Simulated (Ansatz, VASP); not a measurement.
TiO: VASP beside Ansatz

The input INCAR:

```
SYSTEM = TiO
PREC = Accurate ; ENCUT = 520
EDIFF = 1E-6 ; ISMEAR = 0
SIGMA = 0.15 ; LREAL = .FALSE.
LASPH = .TRUE. ; NELM = 100
ALGO = Normal ; ISIF = 2
LWAVE = .FALSE. ; LCHARG = .TRUE.
GGA = PS ; LELF = .TRUE.
LVHAR = .TRUE. ; NBANDS = 16
```

File KPOINTS:

```
Automatic mesh
0
G
  18 18 16
  0 0 0
```

File POSCAR:

```
TiO
1.0
    2.6956000000      0.0000000000      0.0000000000
   -1.3478000000      2.3344580784      0.0000000000
    0.0000000000      0.0000000000      2.9055000000
Ti O
1 1
Direct
    0.6666666667      0.3333333333      0.0000000000
    0.0000000000      0.0000000000      0.5000000000
```

Input for Ansatz:

```yaml
crystal:
  lattice:
    - [2.6956, 0.0, 0.0]
    - [-1.3478, 2.3344580784, 0.0]
    - [0.0, 0.0, 2.9055]
  atoms:
    - { symbol: Ti, position: [0.6666666667, 0.3333333333, 0.0] }
    - { symbol: O, position: [0.0, 0.0, 0.5] }
basis:
  ecutwfc: 520.0
kpoints:
  mp_grid: { grid: [18, 18, 16] }
hamiltonian:
  xc: pbesol
  pseudopotentials: { kind: paw, azcp: { folder: soft_1 } }
scf:
  occupations: { method: gaussian, width: 0.15 }
output:
  forces: true
  stress: true
  eigenvalues: true
```

Alike in both runs: task single point; functional PBEsol; k mesh 18 × 18 × 16; occupations gaussian, width 0.15 eV; no spin polarisation.

```csv
,VASP,Ansatz
version,VASP 6.6.1,Ansatz 0.2.0
potentials or method,"VASP PAW PBE potentials, release 64 (Ti_sv, O), cutoff 520 eV","scalar-relativistic, plane waves, PAW"
valence electrons in the cell,18,18
```

```tsv
	VASP	Ansatz	Ansatz less VASP
gap on the k mesh at the Fermi level (eV)	none	none	-
pressure (GPa)	7.4	6.6	-0.75
traceless stress, the component that is largest in VASP (GPa)	-21.02	-21.28	-0.261
```

VASP's potentials were made for PBE, not for PBEsol, and Ansatz warns of the same on its side. A gap of «none» marks a metal or a gap that the smearing closes.
